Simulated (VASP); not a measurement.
# BaLaB3 (I4mm) in VASP: single point with r2SCAN+U

Aim: the single point of BaLaB3 with r2SCAN+U.

All numbers are computed with VASP 6.6.1; they aren't measurements. Logs are shortened: lines on timing, memory, paths and dates and some standing lists are left out, and cuts for length are marked.

## Step 1: The cell of the first run

The structure is tetragonal, space group I4mm (No. 107). The conventional cell has a = 4.229 Å, b = 4.229 Å, c = 9.716 Å, α = 90.00°, β = 90.00°, γ = 90.00°. Within 3.1 Å of Ba (site symmetry 4mm) lie 5 B at 2.33 to 2.36 Å. Within 3.1 Å of B (site symmetry 4mm) lie 1 Ba at 2.33 Å and 4 B at 2.57 Å. Within 3.1 Å of B (site symmetry 2mm) lie 2 Ba at 2.36 Å and 6 B at 2.57 to 2.99 Å. Within 4.1 Å of La (site symmetry 4mm) lie 13 B at 3.10 to 4.03 Å and 5 Ba at 3.35 to 3.36 Å.

## Step 2: Single point, r2SCAN+U

Input file POSCAR:

```
BaLaB3
1.0
    0.0000000000      4.2288040000      0.0000000000
    4.2288040000      0.0000000000      0.0000000000
    2.1144020000      2.1144020000     -4.8578900000
Ba B La
1 3 1
Direct
    0.0000000000      0.0000000000      0.0000000000
    0.7599000000      0.7599000000      0.4802000000
    0.6088000000      0.1088000000      0.7824000000
    0.1088000000      0.6088000000      0.7824000000
    0.3455000000      0.3455000000      0.3090000000
```

Input file INCAR.step1:

```
PREC     = Accurate       # precision mode
ENCUT    = 550            # plane-wave cutoff, eV
ISMEAR   = -1             # smearing method
SIGMA    = 0.0101         # smearing width, eV
LREAL    = False          # projectors in reciprocal space
LASPH    = True           # aspherical terms in the spheres
NELM     = 200            # most SCF steps
LMAXMIX  = 6              # l up to which the mixer works
LDAU     = True           # DFT+U
LDAUTYPE = 2            
LDAUL    = -1 -1 2        # shell
LDAUU    = 0 0 1.97       # U, eV
LDAUJ    = 0 0 0        
NBANDS   = 23             # bands
GGA      = PE             # functional
ALGO     = Normal         # electronic algorithm
EDIFF    = 1E-5           # SCF threshold, eV
LWAVE    = True           # write WAVECAR
LCHARG   = False          # write CHGCAR
GGA_COMPAT= False
```

Input file INCAR.step2:

```
PREC     = Accurate       # precision mode
ENCUT    = 550            # plane-wave cutoff, eV
EDIFF    = 1E-6           # SCF threshold, eV
ISMEAR   = -1             # smearing method
SIGMA    = 0.0101         # smearing width, eV
LREAL    = False          # projectors in reciprocal space
LASPH    = True           # aspherical terms in the spheres
NELM     = 200            # most SCF steps
ALGO     = Normal         # electronic algorithm
ISIF     = 2              # what is computed and relaxed
LWAVE    = False          # write WAVECAR
LCHARG   = False          # write CHGCAR
LMAXMIX  = 6              # l up to which the mixer works
LDAU     = True           # DFT+U
LDAUTYPE = 2            
LDAUL    = -1 -1 2        # shell
LDAUU    = 0 0 1.97       # U, eV
LDAUJ    = 0 0 0        
LDAUPRINT= 1            
METAGGA  = R2SCAN         # meta-GGA
LMIXTAU  = True         
NBANDS   = 23             # bands
ISTART   = 1            
GGA_COMPAT= False
```

Input file KPOINTS:

```
Automatic mesh
0
Gamma
  7 7 7
```

Potentials or basis: VASP PAW PBE potentials, release 64 (Ba_sv, B, La).

Run with:

```
cat potpaw_PBE.64/Ba_sv/POTCAR potpaw_PBE.64/B/POTCAR potpaw_PBE.64/La/POTCAR > POTCAR
cp INCAR.step1 INCAR
mpirun -np 1 vasp_std > vasp.out
cp INCAR.step2 INCAR
mpirun -np 1 vasp_std > vasp.out
```

OUTCAR:

```text
PREC = Accurate
   ENCUT = 550
   EDIFF = 1E-6
   ISMEAR = -1
   LREAL = False
   LASPH = True
   NELM = 200
   ISIF = 2
   METAGGA = R2SCAN
   ISTART = 1

 ion  position               nearest neighbor table
   1  0.000  0.000  0.000-   2 2.33   3 2.36   4 2.36   4 2.36   3 2.36   5 3.35   5 3.35   5 3.35
                             5 3.35   5 3.36
   2  0.760  0.760  0.480-   1 2.33
   3  0.609  0.109  0.782-   1 2.36   1 2.36
   4  0.109  0.609  0.782-   1 2.36   1 2.36
   5  0.346  0.346  0.309-   1 3.35   1 3.35   1 3.35   1 3.35   1 3.36

  LATTYP: Found a body centered tetragonal cell.
 ALAT       =     4.2288040000
 C/A-ratio  =     2.2975243118

  Lattice vectors:

 A1 = (  -2.1144020000,   2.1144020000,   4.8578900000)
 A2 = (   2.1144020000,  -2.1144020000,   4.8578900000)
 A3 = (   2.1144020000,   2.1144020000,  -4.8578900000)

Analysis of symmetry for initial positions (statically):
=====================================================================
 Subroutine PRICEL returns:
 Original cell was already a primitive cell.

 Routine SETGRP: Setting up the symmetry group for a
 body centered tetragonal supercell.

 Subroutine GETGRP returns: Found  8 space group operations
 (whereof  8 operations were pure point group operations)
 out of a pool of 16 trial point group operations.

The static configuration has the point symmetry C_4v.

Analysis of symmetry for dynamics (positions and initial velocities):
=====================================================================
 Subroutine PRICEL returns:
 Original cell was already a primitive cell.

 Routine SETGRP: Setting up the symmetry group for a
 body centered tetragonal supercell.

 Subroutine GETGRP returns: Found  8 space group operations
 (whereof  8 operations were pure point group operations)
 out of a pool of 16 trial point group operations.

The dynamic configuration has the point symmetry C_4v.

 Subroutine INISYM returns: Found  8 space group operations
 (whereof  8 operations are pure point group operations),
 and found     1 'primitive' translations

----------------------------------------------------------------------------------------

                                     Primitive cell

  volume of cell :      86.8726

  direct lattice vectors                    reciprocal lattice vectors
     0.000000000  4.228804000  0.000000000     0.000000000  0.236473480  0.102925344
     4.228804000  0.000000000  0.000000000     0.236473480  0.000000000  0.102925344
     2.114402000  2.114402000 -4.857890000     0.000000000  0.000000000 -0.205850688

  length of vectors
     4.228804000  4.228804000  5.704426955     0.257901790  0.257901790  0.205850688

  position of ions in fractional coordinates (direct lattice)
     0.000000000  0.000000000  0.000000000
     0.759900000  0.759900000  0.480200000
     0.608800000  0.108800000  0.782400000
     0.108800000  0.608800000  0.782400000
     0.345500000  0.345500000  0.309000000

  ion indices of the primitive-cell ions
   primitive index   ion index
                 1           1
                 2           2
                 3           3
                 4           4
                 5           5

----------------------------------------------------------------------------------------

 KPOINTS: Automatic mesh

Automatic generation of k-mesh.
 Grid dimensions read from file:
 generate k-points for:    7    7    7

 Generating k-lattice:

  Cartesian coordinates                     Fractional coordinates (reciprocal lattice)
     0.000000000  0.033781926  0.014703621     0.142857143  0.000000000 -0.000000000
     0.033781926  0.000000000  0.014703621     0.000000000  0.142857143 -0.000000000
     0.000000000  0.000000000 -0.029407241     0.000000000  0.000000000  0.142857143

  Length of vectors
     0.036843113  0.036843113  0.029407241

  Shift w.r.t. Gamma in fractional coordinates (k-lattice)
     0.000000000  0.000000000  0.000000000

 Subroutine IBZKPT returns following result:
 ===========================================

 Found     40 irreducible k-points:

 Following reciprocal coordinates:
            Coordinates               Weight
  0.000000  0.000000  0.000000      1.000000
  0.142857  0.000000  0.000000      8.000000
  0.285714  0.000000  0.000000      8.000000
  0.428571  0.000000  0.000000      8.000000
  0.142857  0.142857  0.000000      8.000000
  0.285714  0.142857  0.000000     16.000000
[... 16 lines left out ...]
  0.285714  0.285714  0.142857      8.000000
  0.428571  0.285714  0.142857     16.000000
 [... further k-points ...]
   k-points           NKPTS =     40   k-points in BZ     NKDIM =     40   number of bands    NBANDS=     23
   number of dos      NEDOS =    301   number of ions     NIONS =      5
   total plane-waves  NPLWV =  49152
   dimension x,y,z NGX =    32 NGY =   32 NGZ =   48
   dimension x,y,z NGXF=    64 NGYF=   64 NGZF=   96
   ions per type =               1   3   1
   NGX,Y,Z   is equivalent  to a cutoff of  12.58, 12.58, 13.99 a.u.
   NGXF,Y,Z  is equivalent  to a cutoff of  25.16, 25.16, 27.98 a.u.
 SYSTEM =  unknown system
   PREC   = accura    normal or accurate (medium, high low for compatibility)
   ISTART =      1    job   : 0-new  1-cont  2-samecut
   ICHARG =      0    charge: 1-file 2-atom 10-const
   ISPIN  =      1    spin polarized calculation?
   LNONCOLLINEAR =      F non collinear calculations
   LSORBIT =      F    spin-orbit coupling
   LASPH  =      T    aspherical Exc in radial PAW
   ENCUT  =  550.0 eV  40.42 Ry    6.36 a.u.   8.09  8.09 10.91*2*pi/ulx,y,z
   NELM   =    200;   NELMIN=  2; NELMDL=  0     # of ELM steps
   EDIFF  = 0.1E-05   stopping-criterion for ELM
   LREAL  =      F    real-space projection
   EDIFFG = 0.1E-04   stopping-criterion for IOM
   NSW    =      0    number of steps for IOM
   IBRION =     -1    ionic relax: 0-MD 1-quasi-New 2-CG
   NFREE  =      0    steps in history (QN), initial steepest desc. (CG)
   ISIF   =      2    stress and relaxation
   ISYM   =      2    0-nonsym 1-usesym 2-fastsym
   POTIM  = 0.5000    time-step for ionic-motion
   TEBEG  =    0.0;   TEEND  =   0.0 temperature during run
   PSTRESS=    0.0 pullay stress
   NELECT =      30.0000    total number of electrons
   NUPDOWN=      -1.0000    fix difference up-down
   EMIN   =  10.00;   EMAX   =-10.00  energy-range for DOS
   EFERMI =   0.00;   METHOD = LEGACY
   ISMEAR =    -1;   SIGMA  =   0.01  broadening in eV -4-tet -1-fermi 0-gaus
   EFERMI_NEDOS =   21; number of points for ismear=-14 and -15
   IALGO  =     38    algorithm
   IMIX   =      4    mixing-type and parameters
     AMIX     =   0.40;   BMIX     =  1.00
     AMIX_MAG =   1.60;   BMIX_MAG =  1.00
  volume/ion in A,a.u.               =      17.37       117.25
  Fermi-wavevector in a.u.,A,eV,Ry     =   1.148562  2.170467 17.948723  1.319194
  Thomas-Fermi vector in A             =   2.285236
   LORBIT       =      0    0 simple, 1 ext, 2 COOP (PROOUT), +10 PAW based schemes
 LDA+U is selected, type is set to LDAUTYPE =  2
   angular momentum for each species LDAUL =    -1   -1    2
   U (eV)           for each species LDAUU =   0.0  0.0  2.0
   J (eV)           for each species LDAUJ =   0.0  0.0  0.0
   METAGGA = R2SCAN    functional components
   LHFCALC =     F    Hartree Fock is set to
   AEXX    =    0.0000 exact exchange contribution
   IVDW    =     0    specifies the selected vdW correction
   LEPSILON=     F    determine dielectric tensor
   LRPA    =     F    only Hartree local field effects (RPA)
 non-spin polarized calculation
  energy-cutoff  :      550.00
  volume of cell :       86.87
 maximum number of plane-waves:      2564
   NGX = 17   NGY = 17   NGZ = 21

atom =   5  type =  3  l = 2

 onsite density matrix

spin component  1

  0.0724  0.0000  0.0000 -0.0000  0.0000
  0.0000  0.0638 -0.0000  0.0000  0.0000
  0.0000 -0.0000  0.0628 -0.0000 -0.0000
 -0.0000  0.0000 -0.0000  0.0638 -0.0000
  0.0000  0.0000 -0.0000 -0.0000  0.0642

spin component  2

  0.0724  0.0000  0.0000 -0.0000  0.0000
  0.0000  0.0638 -0.0000  0.0000  0.0000
  0.0000 -0.0000  0.0628 -0.0000 -0.0000
 -0.0000  0.0000 -0.0000  0.0638 -0.0000
  0.0000  0.0000 -0.0000 -0.0000  0.0642

 occupancies and eigenvectors

  o =  0.0628  v =  0.0000  0.0000  1.0000 -0.0000 -0.0000  0.0000  0.0000  0.0000  0.0000  0.0000      0.0000  0.0000  0.0000  0.0000  0.0000  0.0000  0.0000  0.0000  0.0000  0.0000
  o =  0.0628  v =  0.0000  0.0000  0.0000  0.0000  0.0000  0.0000  0.0000  1.0000 -0.0000 -0.0000      0.0000  0.0000  0.0000  0.0000  0.0000  0.0000  0.0000  0.0000  0.0000  0.0000
  o =  0.0638  v =  0.0000  0.7813 -0.0000 -0.6242  0.0000  0.0000  0.0000  0.0000  0.0000  0.0000      0.0000  0.0000  0.0000  0.0000  0.0000  0.0000  0.0000  0.0000  0.0000  0.0000
  o =  0.0638  v =  0.0000  0.0000  0.0000  0.0000  0.0000  0.0000  0.7813 -0.0000 -0.6242  0.0000      0.0000  0.0000  0.0000  0.0000  0.0000  0.0000  0.0000  0.0000  0.0000  0.0000
  o =  0.0638  v =  0.0000 -0.6242 -0.0000 -0.7813  0.0000  0.0000  0.0000  0.0000  0.0000  0.0000      0.0000  0.0000  0.0000  0.0000  0.0000  0.0000  0.0000  0.0000  0.0000  0.0000
  o =  0.0638  v =  0.0000  0.0000  0.0000  0.0000  0.0000  0.0000 -0.6242 -0.0000 -0.7813  0.0000      0.0000  0.0000  0.0000  0.0000  0.0000  0.0000  0.0000  0.0000  0.0000  0.0000
  o =  0.0642  v =  0.0000  0.0000  0.0000  0.0000  0.0000  0.0000  0.0000  0.0000  0.0000  1.0000      0.0000  0.0000  0.0000  0.0000  0.0000  0.0000  0.0000  0.0000  0.0000  0.0000
  o =  0.0642  v =  0.0000  0.0000  0.0000  0.0000  1.0000  0.0000  0.0000  0.0000  0.0000  0.0000      0.0000  0.0000  0.0000  0.0000  0.0000  0.0000  0.0000  0.0000  0.0000  0.0000
  o =  0.0724  v =  0.0000  0.0000  0.0000  0.0000  0.0000  1.0000  0.0000  0.0000  0.0000  0.0000      0.0000  0.0000  0.0000  0.0000  0.0000  0.0000  0.0000  0.0000  0.0000  0.0000
  o =  0.0724  v =  1.0000  0.0000  0.0000  0.0000  0.0000  0.0000  0.0000  0.0000  0.0000  0.0000      0.0000  0.0000  0.0000  0.0000  0.0000  0.0000  0.0000  0.0000  0.0000  0.0000

 number of electron      29.9999999 magnetization

 Free energy of the ion-electron system (eV)
  ---------------------------------------------------
  ext. energy  EPLUGINS =         0.00000000
  ---------------------------------------------------
  free energy    TOTEN  =       -67.68226315 eV

  energy without entropy =      -67.68080744  energy(sigma->0) =      -67.68153530

 E-fermi :   6.5383     XC(G=0): -11.2553

 val. band max:        6.5256501105   @ k =   0.4286   0.2857   0.0000
 cond. band min:       6.5611746758   @ k =   0.4286   0.0000   0.1429
 fundamental gap:      0.0355245653
 Fermi energy:         6.5382537387

 k-point     1 :       0.0000    0.0000    0.0000
  band No.  band energies     occupation
      1     -27.7246      2.00000
      2     -21.4421      2.00000
      3     -11.2013      2.00000
      4     -11.0022      2.00000
      5     -11.0022      2.00000
      6      -7.4682      2.00000
[... 15 lines left out ...]
     22       8.8578      0.00000
     23       9.0538      0.00000
[... 575 lines left out ...]
      1     -27.6845      2.00000
      2     -21.3936      2.00000
      3     -11.3370      2.00000
      4     -11.2416      2.00000
      5     -11.1192      2.00000
      6      -7.6254      2.00000
[... 15 lines left out ...]
     22       8.8341      0.00000
     23       8.9473      0.00000

 [... further k-points ...]
[... 5 lines left out ...]
  --------------------------------------------------------------------------------------
  -------------------------------------------------------------------------------------
  Total        6.8629677      6.8629677      6.8525496      0.0000000     -0.0000000      0.0000000
  in kB      126.5726129    126.5726129    126.3804749      0.0000000     -0.0000000      0.0000000
  external PRESSURE =     126.5085669 kB  Pullay stress =       0.0000000 kB

 VOLUME and BASIS-vectors are now :
 -----------------------------------------------------------------------------
  energy-cutoff  :      550.00
  volume of cell :       86.87
      direct lattice vectors                 reciprocal lattice vectors
     0.000000000  4.228804000  0.000000000     0.000000000  0.236473480  0.102925344
     4.228804000  0.000000000  0.000000000     0.236473480  0.000000000  0.102925344
     2.114402000  2.114402000 -4.857890000     0.000000000  0.000000000 -0.205850688

 POSITION                                       TOTAL-FORCE (eV/Angst)
 -----------------------------------------------------------------------------------
      0.00000      0.00000      0.00000        -0.000000     -0.000000     -1.216296
      4.22880      4.22880     -2.33276         0.000000      0.000000     -3.548996
      2.11440      4.22880     -3.80081         0.000000      0.000000      2.797852
      4.22880      2.11440     -3.80081         0.000000      0.000000      2.797852
      2.11440      2.11440     -1.50109        -0.000000     -0.000000     -0.830413
 -----------------------------------------------------------------------------------
    total drift:                                0.000071      0.000071      0.000492

  FREE ENERGIE OF THE ION-ELECTRON SYSTEM (eV)
  ---------------------------------------------------
  free  energy   TOTEN  =       -67.6822631527 eV

  energy  without entropy=      -67.6808074446  energy(sigma->0) =      -67.68153530
```

Run time: 7.6 min. Hardware: 1 thread of Intel Xeon 8259CL, shared host; peak memory 0.3 GiB.

What came out:

```
Free energy            : -67.6823 eV
Pressure               : 12.7 GPa
Largest force          : 3.549 eV/Å
Band gap on the k mesh : zero (band 15 reaches 7.04 eV, above the bottom of band 16 at 5.90 eV)
```

Forces in eV/Å, atoms in the order of the input:
```
Ba   0.000  0.000 -1.216
B    0.000  0.000 -3.549
B    0.000  0.000  2.798
B    0.000  0.000  2.798
La   0.000  0.000 -0.830
```

Levels at points of the mesh, in eV from the Fermi level:
| k point | band 13 | band 14 | band 15 | band 16 | band 17 | band 18 |
| --- | --- | --- | --- | --- | --- | --- |
| (0.00, 0.00, 0.00) | -2.56 | -2.13 | 0.50 | 1.55 | 1.75 | 1.75 |

Eigenvalues of the final occupation matrices:
```
    site  spin  trace               eigenvalues
site 5 d     1   0.33  0.06 0.06 0.06 0.06 0.07
site 5 d     2   0.33  0.06 0.06 0.06 0.06 0.07
```

Caveat: the PAW data sets were made with another functional, which shifts forces and pressure a little; spin-orbit coupling is left out, which moves the levels of the heavy elements; U without spin polarisation on a metal has little footing; the U is typed as a test and isn't derived for this compound.
